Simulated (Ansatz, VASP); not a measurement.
NaCl: VASP beside Ansatz

Contents of POSCAR:

```
NaCl
1.0
    0.0000000000      2.8026988391      2.8026988391
    2.8026988391      0.0000000000      2.8026988391
    2.8026988391      2.8026988391      0.0000000000
Na Cl
1 1
Direct
    0.0000000000      0.0000000000      0.0000000000
    0.5000000000      0.5000000000      0.5000000000
```

File INCAR.step1:

```
SYSTEM = NaCl
ALGO = Normal
EDIFF = 1E-5
ENCUT = 520
GGA = PE
ISIF = 2
ISMEAR = 0
LASPH = .True.
LCHARG = .False.
LREAL = .False.
LWAVE = .True.
NBANDS = 14
NELM = 80
PREC = Accurate
SIGMA = 0.01
```

The input INCAR.step2:

```
SYSTEM = NaCl
ALGO = Normal
EDIFF = 1E-7
ENCUT = 520
GGA = PE
HFSCREEN = 0.2079
ISIF = 2
ISMEAR = 0
ISTART = 1
LASPH = .True.
LCHARG = .False.
LHFCALC = .True.
LREAL = .False.
LWAVE = .False.
NBANDS = 14
NELM = 80
PREC = Accurate
PRECFOCK = Normal
SIGMA = 0.01
```

The input KPOINTS:

```
k-points
0
Gamma
  6 6 6
  0 0 0
```

Input for Ansatz:

```yaml
crystal:
  lattice:
    - [0.0, 2.8026988391, 2.8026988391]
    - [2.8026988391, 0.0, 2.8026988391]
    - [2.8026988391, 2.8026988391, 0.0]
  atoms:
    - { symbol: Na, position: [0.0, 0.0, 0.0] }
    - { symbol: Cl, position: [0.5, 0.5, 0.5] }
kpoints:
  mp_grid: { grid: [6, 6, 6] }
  band_path:
    path:
      - [0.0, 0.0, 0.0]
      - [0.5, 0.0, 0.5]
      - [0.625, 0.25, 0.625]
      - [0.375, 0.375, 0.75]
      - [0.5, 0.5, 0.5]
      - [0.5, 0.25, 0.75]
    npoints: 1
hamiltonian:
  xc: hse06
scf:
  occupations: { method: fixed }
  n_extra_bands: 4
output:
  forces: true
  stress: true
  eigenvalues: true
```

Alike in both runs: task single point; functional HSE06; k mesh 6 × 6 × 6; no spin polarisation.

```csv
,VASP,Ansatz
version,VASP 6.6.1,Ansatz 0.2.0
potentials or method,"VASP PAW PBE potentials, release 64 (Na_pv, Cl)","plane waves, PAW"
plane-wave cutoff (eV),520,420
occupations,"gaussian, width 0.01 eV",fixed
valence electrons in the cell,14,16
```

|  | VASP | Ansatz | Ansatz less VASP |
| --- | --- | --- | --- |
| gap on the k mesh at the Fermi level (eV) | 6.55 | 6.56 | +0.008 |
| pressure (GPa) | 0.7 | 0.7 | -0.03 |

VASP's potentials hold 14 valence electrons a cell and Ansatz's 16, so a difference there can come from the potentials and not from the codes. Ansatz's warnings: stress exchange threshold loose, stress scf threshold loose.
